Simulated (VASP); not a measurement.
# TiB (F-43m) in VASP: density of states with LDA

Aim: the density of states of TiB with LDA.

All numbers are computed with VASP 6.6.1; they aren't measurements. Logs are shortened: lines on timing, memory, paths and dates and some standing lists are left out, and cuts for length are marked.

## 1. The cell of the first run

The structure is cubic, space group F-43m (No. 216). The conventional cell has a = 4.166 Å, b = 4.166 Å, c = 4.166 Å, α = 90.00°, β = 90.00°, γ = 90.00°. Ti (site symmetry -43m) has 4 B at 1.80 Å within 2.4 Å. Within 2.4 Å of B (site symmetry -43m) lie 4 Ti at 1.80 Å.

## 2. Density of states, LDA, non-collinear spin, typed start, spin-orbit coupling

File POSCAR:

```
TiB
1.0
    0.0000000000      2.0829591600      2.0829591600
    2.0829591600      0.0000000000      2.0829591600
    2.0829591600      2.0829591600      0.0000000000
Ti B
1 1
Direct
    0.2500000000      0.2500000000      0.2500000000
    0.0000000000      0.0000000000      0.0000000000
```

File INCAR.step1:

```
SYSTEM = TiB
PREC = Accurate
ENCUT = 520
EDIFF = 1E-7
ISMEAR = -1
SIGMA = 0.1
LREAL = .False.
LASPH = .True.
NELM = 150
ALGO = Normal
ISIF = 2
LWAVE = .False.
LCHARG = .True.
LNONCOLLINEAR = .True.
MAGMOM = 0.707 0.707 0 0 0 0
LSORBIT = .True.
GGA_COMPAT = .False.
LORBMOM = .True.
LMAXMIX = 4
GGA = CA
NBANDS = 27
```

File KPOINTS.step1:

```
regular mesh
0
Gamma
  13 13 13
  0 0 0
```

File INCAR.step2:

```
SYSTEM = TiB
PREC = Accurate
ENCUT = 520
EDIFF = 1E-7
ISMEAR = -5
SIGMA = 0.1
LREAL = .False.
LASPH = .True.
NELM = 150
ALGO = Normal
ISIF = 2
LWAVE = .False.
LCHARG = .False.
LNONCOLLINEAR = .True.
MAGMOM = 0.707 0.707 0 0 0 0
LORBIT = 11
LSORBIT = .True.
GGA_COMPAT = .False.
LORBMOM = .True.
LMAXMIX = 4
GGA = CA
NEDOS = 1001
ICHARG = 11
```

File KPOINTS.step2:

```
regular mesh
0
Gamma
  20 20 20
  0 0 0
```

Potentials or basis: VASP PAW LDA potentials, release 64 (Ti_sv, B).

Command:

```bash
cat potpaw_LDA.64/Ti_sv/POTCAR potpaw_LDA.64/B/POTCAR > POTCAR
cp INCAR.step1 INCAR
cp KPOINTS.step1 KPOINTS
mpirun -np 1 vasp_ncl > vasp.out
cp INCAR.step2 INCAR
cp KPOINTS.step2 KPOINTS
mpirun -np 1 vasp_ncl > vasp.out
```

OUTCAR:

```text
SYSTEM = TiB
   PREC = Accurate
   ENCUT = 520
   EDIFF = 1E-7
   ISMEAR = -5
   LREAL = .False.
   LASPH = .True.
   NELM = 150
   ISIF = 2
   LNONCOLLINEAR = .True.
   LORBIT = 11
   LSORBIT = .True.
   GGA = CA
   ICHARG = 11

 ion  position               nearest neighbor table
   1  0.250  0.250  0.250-   2 1.80   2 1.80   2 1.80   2 1.80
   2  0.000  0.000  0.000-   1 1.80   1 1.80   1 1.80   1 1.80

  LATTYP: Found a face centered cubic cell.
 ALAT       =     4.1659183200

  Lattice vectors:

 A1 = (   0.0000000000,   2.0829591600,   2.0829591600)
 A2 = (   2.0829591600,   0.0000000000,   2.0829591600)
 A3 = (   2.0829591600,   2.0829591600,   0.0000000000)

Analysis of symmetry for initial positions (statically):
=====================================================================
 Subroutine PRICEL returns:
 Original cell was already a primitive cell.

 Routine SETGRP: Setting up the symmetry group for a
 face centered cubic supercell.

 Subroutine GETGRP returns: Found 24 space group operations
 (whereof 24 operations were pure point group operations)
 out of a pool of 48 trial point group operations.

The static configuration has the point symmetry T_d .

Analysis of symmetry for dynamics (positions and initial velocities):
=====================================================================
 Subroutine PRICEL returns:
 Original cell was already a primitive cell.

 Routine SETGRP: Setting up the symmetry group for a
 face centered cubic supercell.

 Subroutine GETGRP returns: Found 24 space group operations
 (whereof 24 operations were pure point group operations)
 out of a pool of 48 trial point group operations.

The dynamic configuration has the point symmetry T_d .

Analysis of structural, dynamic, and magnetic symmetry:
=====================================================================
 Subroutine PRICEL returns:
 Original cell was already a primitive cell.

 Routine SETGRP: Setting up the symmetry group for a
 face centered cubic supercell.

 Subroutine GETGRP returns: Found  2 space group operations
 (whereof  2 operations were pure point group operations)
 out of a pool of 48 trial point group operations.

The overall configuration has the point symmetry C_1h.

 Subroutine INISYM returns: Found  2 space group operations
 (whereof  2 operations are pure point group operations),
 and found     1 'primitive' translations

----------------------------------------------------------------------------------------

                                     Primitive cell

  volume of cell :      18.0747

  direct lattice vectors                    reciprocal lattice vectors
     0.000000000  2.082959160  2.082959160    -0.240043113  0.240043113  0.240043113
     2.082959160  0.000000000  2.082959160     0.240043113 -0.240043113  0.240043113
     2.082959160  2.082959160  0.000000000     0.240043113  0.240043113 -0.240043113

  length of vectors
     2.945749094  2.945749094  2.945749094     0.415766867  0.415766867  0.415766867

  position of ions in fractional coordinates (direct lattice)
     0.250000000  0.250000000  0.250000000
     0.000000000  0.000000000  0.000000000

  ion indices of the primitive-cell ions
   primitive index   ion index
                 1           1
                 2           2

----------------------------------------------------------------------------------------

 KPOINTS: regular mesh

Automatic generation of k-mesh.
 Grid dimensions read from file:
 generate k-points for:   20   20   20

 Generating k-lattice:

  Cartesian coordinates                     Fractional coordinates (reciprocal lattice)
    -0.012002156  0.012002156  0.012002156     0.050000000  0.000000000  0.000000000
     0.012002156 -0.012002156  0.012002156     0.000000000  0.050000000  0.000000000
     0.012002156  0.012002156 -0.012002156     0.000000000  0.000000000  0.050000000

  Length of vectors
     0.020788343  0.020788343  0.020788343

  Shift w.r.t. Gamma in fractional coordinates (k-lattice)
     0.000000000  0.000000000  0.000000000

 TETIRR: Found  24000 inequivalent tetrahedra from    48000

 Subroutine IBZKPT returns following result:
 ===========================================

 Found   4200 irreducible k-points:

 Following reciprocal coordinates:
            Coordinates               Weight
  0.000000  0.000000  0.000000      1.000000
  0.050000  0.000000  0.000000      1.000000
 -0.050000  0.000000  0.000000      1.000000
  0.000000  0.050000  0.000000      1.000000
  0.000000 -0.050000  0.000000      1.000000
  0.000000  0.000000  0.050000      2.000000
[... 16 lines left out ...]
  0.000000 -0.200000  0.000000      1.000000
[... 25 lines left out ...]
   NFREE  =      0    steps in history (QN), initial steepest desc. (CG)
   ISIF   =      2    stress and relaxation
   ISYM   =      2    0-nonsym 1-usesym 2-fastsym
   POTIM  = 0.5000    time-step for ionic-motion
   TEBEG  =    0.0;   TEEND  =   0.0 temperature during run
   PSTRESS=    0.0 pullay stress
   NELECT =      15.0000    total number of electrons
   NUPDOWN=      -1.0000    fix difference up-down
   EMIN   =  10.00;   EMAX   =-10.00  energy-range for DOS
   EFERMI =   0.00;   METHOD = LEGACY
   ISMEAR =    -5;   SIGMA  =   0.10  broadening in eV -4-tet -1-fermi 0-gaus
   EFERMI_NEDOS =   21; number of points for ismear=-14 and -15
   IALGO  =     38    algorithm
   IMIX   =      4    mixing-type and parameters
     AMIX     =   0.40;   BMIX     =  1.00
     AMIX_MAG =   1.60;   BMIX_MAG =  1.00
  volume/ion in A,a.u.               =       9.04        60.99
  Fermi-wavevector in a.u.,A,eV,Ry     =   1.538442  2.907234 32.202326  2.366804
  Thomas-Fermi vector in A             =   2.644810
   LORBIT       =     11    0 simple, 1 ext, 2 COOP (PROOUT), +10 PAW based schemes
   GGA     = CA    functional components
   LHFCALC =     F    Hartree Fock is set to
   AEXX    =    0.0000 exact exchange contribution
   IVDW    =     0    specifies the selected vdW correction
   LEPSILON=     F    determine dielectric tensor
   LRPA    =     F    only Hartree local field effects (RPA)
 Fermi weights with tetrahedron method with Bloechl corrections
  energy-cutoff  :      520.00
  volume of cell :       18.07
 maximum number of plane-waves:      1062
 NGX is ok and might be reduce to    24

 number of electron      14.9999996 magnetization       0.0000063      0.0000063     -0.0000000

 Free energy of the ion-electron system (eV)
  ---------------------------------------------------
  ext. energy  EPLUGINS =         0.00000000
  ---------------------------------------------------
  free energy    TOTEN  =       -11.68596565 eV

  energy without entropy =      -11.68596565  energy(sigma->0) =      -11.68596565

 E-fermi :   9.4914     XC(G=0): -13.1338

 val. band max:        9.5922058598   @ k =   0.5000  -0.2000   0.3000
 cond. band min:       9.4943953744   @ k =   0.3000   0.2500  -0.4000
 fundamental gap:     -0.0978104854
 Fermi energy:         9.4913929287

 k-point     1 :       0.0000    0.0000    0.0000
  band No.  band energies     occupation
      1     -44.6732      1.00000
      2     -44.6732      1.00000
      3     -21.5490      1.00000
      4     -21.5490      1.00000
      5     -20.9018      1.00000
      6     -20.9018      1.00000
[... 589 lines left out ...]
     21      20.2800      0.00000
     22      20.2800      0.00000

 [... further k-points ...]
[... 5 lines left out ...]
  --------------------------------------------------------------------------------------
  -------------------------------------------------------------------------------------
  Total       13.1356177     13.1356177     13.1356164      0.0000007     -0.0000000      0.0000002
  in kB     1164.3641388   1164.3641388   1164.3640222      0.0000642     -0.0000004      0.0000204
  external PRESSURE =    1164.3641000 kB  Pullay stress =       0.0000000 kB

 VOLUME and BASIS-vectors are now :
 -----------------------------------------------------------------------------
  energy-cutoff  :      520.00
  volume of cell :       18.07
      direct lattice vectors                 reciprocal lattice vectors
     0.000000000  2.082959160  2.082959160    -0.240043113  0.240043113  0.240043113
     2.082959160  0.000000000  2.082959160     0.240043113 -0.240043113  0.240043113
     2.082959160  2.082959160  0.000000000     0.240043113  0.240043113 -0.240043113

 POSITION                                       TOTAL-FORCE (eV/Angst)
 -----------------------------------------------------------------------------------
      1.04148      1.04148      1.04148        -0.000000      0.000000     -0.000000
      0.00000      0.00000      0.00000         0.000000     -0.000000      0.000000
 -----------------------------------------------------------------------------------
    total drift:                               -0.000001     -0.000001     -0.000002

  FREE ENERGIE OF THE ION-ELECTRON SYSTEM (eV)
  ---------------------------------------------------
  free  energy   TOTEN  =       -11.6859656513 eV

  energy  without entropy=      -11.6859656513  energy(sigma->0) =      -11.68596565

 orbital moment (x)

 # of ion     p       d       tot
 ----------------------------------------
  1         0.000   0.000   0.000
  2        -0.000   0.000  -0.000
 ----------------------------------------
           -0.000   0.000  -0.000

 orbital moment (y)

 # of ion     p       d       tot
 ----------------------------------------
  1         0.000   0.000   0.000
  2        -0.000   0.000  -0.000
 ----------------------------------------
           -0.000   0.000  -0.000

 orbital moment (z)

 # of ion     p       d       tot
 ----------------------------------------
  1        -0.000   0.000   0.000
  2         0.000   0.000   0.000
 ----------------------------------------
           -0.000   0.000   0.000

 Spin-Orbit-Coupling matrix elements

 Ion:    1  E_soc:     -0.0123244
 l=   1
     0.0000000    -0.0019772    -0.0019772
    -0.0019772     0.0000000    -0.0019772
    -0.0019772    -0.0019772     0.0000000
 l=   2
     0.0000000    -0.0000173     0.0000000    -0.0000173    -0.0000596
    -0.0000173     0.0000000    -0.0000447    -0.0000173    -0.0000149
     0.0000000    -0.0000447     0.0000000    -0.0000447     0.0000000
    -0.0000173    -0.0000173    -0.0000447     0.0000000    -0.0000149
    -0.0000596    -0.0000149     0.0000000    -0.0000149     0.0000000
 l=   3
     0.0000000     0.0000000     0.0000000     0.0000000     0.0000000     0.0000000     0.0000000
     0.0000000     0.0000000     0.0000000     0.0000000     0.0000000     0.0000000     0.0000000
     0.0000000     0.0000000     0.0000000     0.0000000     0.0000000     0.0000000     0.0000000
     0.0000000     0.0000000     0.0000000     0.0000000     0.0000000     0.0000000     0.0000000
     0.0000000     0.0000000     0.0000000     0.0000000     0.0000000     0.0000000     0.0000000
     0.0000000     0.0000000     0.0000000     0.0000000     0.0000000     0.0000000     0.0000000
     0.0000000     0.0000000     0.0000000     0.0000000     0.0000000     0.0000000     0.0000000

 Ion:    2  E_soc:      0.0000041
 l=   1
     0.0000000     0.0000007     0.0000007
     0.0000007     0.0000000     0.0000007
     0.0000007     0.0000007     0.0000000
 l=   2
     0.0000000     0.0000000     0.0000000     0.0000000     0.0000000
     0.0000000     0.0000000     0.0000000     0.0000000     0.0000000
     0.0000000     0.0000000     0.0000000     0.0000000     0.0000000
     0.0000000     0.0000000     0.0000000     0.0000000     0.0000000
     0.0000000     0.0000000     0.0000000     0.0000000     0.0000000
 l=   3
     0.0000000     0.0000000     0.0000000     0.0000000     0.0000000     0.0000000     0.0000000
     0.0000000     0.0000000     0.0000000     0.0000000     0.0000000     0.0000000     0.0000000
     0.0000000     0.0000000     0.0000000     0.0000000     0.0000000     0.0000000     0.0000000
     0.0000000     0.0000000     0.0000000     0.0000000     0.0000000     0.0000000     0.0000000
     0.0000000     0.0000000     0.0000000     0.0000000     0.0000000     0.0000000     0.0000000
     0.0000000     0.0000000     0.0000000     0.0000000     0.0000000     0.0000000     0.0000000
     0.0000000     0.0000000     0.0000000     0.0000000     0.0000000     0.0000000     0.0000000

 total charge

# of ion       s       p       d       tot
------------------------------------------
    1        2.337   6.299   2.755  11.391
    2        0.964   1.396   0.000   2.360
--------------------------------------------------
tot          3.301   7.695   2.755  13.751

 magnetization (x)

# of ion       s       p       d       tot
------------------------------------------
    1       -0.000  -0.000  -0.000  -0.000
    2        0.000  -0.000   0.000  -0.000
--------------------------------------------------
tot         -0.000  -0.000  -0.000  -0.000

 magnetization (y)

# of ion       s       p       d       tot
------------------------------------------
    1       -0.000  -0.000  -0.000  -0.000
    2        0.000  -0.000   0.000  -0.000
--------------------------------------------------
tot         -0.000  -0.000  -0.000  -0.000

 magnetization (z)

# of ion       s       p       d       tot
------------------------------------------
    1        0.000   0.000   0.000   0.000
    2        0.000   0.000   0.000   0.000
--------------------------------------------------
tot          0.000   0.000   0.000   0.000
```

Run time: 84 min. Hardware: 1 thread of Intel Xeon Platinum 8375C at 2.90GHz (Ice Lake), shared host; peak memory 2.3 GiB.

Results:

```
Net moment                                            : 0.00 μB per cell
Valence electrons inside the program's atomic spheres : Ti 11.39; B 2.36
```

Moments on the atoms (μB; x, y, z):
```
Ti  0.00 0.00 0.00
B   0.00 0.00 0.00
```
